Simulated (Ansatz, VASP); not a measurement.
This is a calculation of ZrC for Ansatz 0.2.0.

File input.yaml:

```yaml
crystal:
  lattice:
    - [0.0, 2.3491270385, 2.3491270385]
    - [2.3491270385, 0.0, 2.3491270385]
    - [2.3491270385, 2.3491270385, 0.0]
  atoms:
    - { symbol: Zr, position: [0.5, 0.5, 0.5] }
    - { symbol: C, position: [0.0, 0.0, 0.0] }
kpoints:
  mp_grid: { grid: [10, 10, 10] }
scf:
  occupations: { method: fermi_dirac, width: 0.05 }
hamiltonian:
  xc: pbesol
  pseudopotentials: { kind: all_electron, lapw: { basis_error: 0.0005 } }
output:
  forces: true
  stress: true
  eigenvalues: true
```

Potentials or basis: all-electron LAPW, scalar-relativistic.

Launch:

```sh
$ ansatz run input.yaml --threads 1 --pin off --max-ram 3072MiB --backend cpu --events-out ev --progress --plain --runs-dir out
```

**Question.** Translate it to VASP 6.6.1. Potentials there: VASP PAW PBE potentials, release 64 (Zr_sv, C).

**Answer.** As run (the cutoff follows the program's own potentials):

The input INCAR:

```
ALGO = Normal
EDIFF = 1E-6
ENCUT = 520
GGA = PS
ISIF = 2
ISMEAR = -1
LASPH = True
LCHARG = False
LREAL = False
LWAVE = False
NBANDS = 15
NELM = 60
PREC = Accurate
SIGMA = 0.05
```

KPOINTS

```
k-points
0
Gamma
  10 10 10
```

The input POSCAR:

```
ZrC
1.0
    0.0000000000      2.3491270385      2.3491270385
    2.3491270385      0.0000000000      2.3491270385
    2.3491270385      2.3491270385      0.0000000000
Zr C
1 1
Direct
    0.5000000000      0.5000000000      0.5000000000
    0.0000000000      0.0000000000      0.0000000000
```

Potentials or basis: VASP PAW PBE potentials, release 64 (Zr_sv, C).

Run with:

```console
$ cat potpaw_PBE.64/Zr_sv/POTCAR potpaw_PBE.64/C/POTCAR > POTCAR
$ mpirun -np 1 vasp_std > vasp.out
```

Both were run:

|  | VASP | Ansatz | Ansatz less VASP |
| --- | --- | --- | --- |
| gap on the k mesh at the Fermi level (eV) | none | none | - |
| pressure (GPa) | -3.9 | -4.2 | -0.31 |

VASP's potentials were made for PBE, not for PBEsol. A gap of «none» marks a metal or a gap that the smearing closes. Ansatz ran all-electron here, and VASP with PAW potentials.
